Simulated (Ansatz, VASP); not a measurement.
# V in VASP and in Ansatz

```
V
1.0
    -1.45292    1.45292    1.45292
     1.45292   -1.45292    1.45292
     1.45292    1.45292   -1.45292
V
1
Direct
  0.00000 0.00000 0.00000
```

Alike in both runs: task single point; functional LDA; k mesh 22 × 22 × 22; occupations gaussian, width 0.05 eV; no spin polarisation.

```csv
,VASP,Ansatz
version,VASP 6.6.1,Ansatz 0.2.0
potentials or method,"VASP PAW LDA potentials, release 64 (V_sv), cutoff 500 eV","scalar-relativistic, plane waves, PAW"
valence electrons in the cell,13,13
```

VASP gave:

```
gap on the k mesh at the Fermi level (eV) : none
pressure (GPa)                            : 4.9
```

**Question.** Which values does Ansatz return?

**Answer.** gap on the k mesh at the Fermi level (eV): none; pressure (GPa): 4.5.

LDA's correlation is that of Perdew and Zunger in VASP and of Perdew and Wang (1992) in Ansatz. A gap of «none» marks a metal or a gap that the smearing closes.
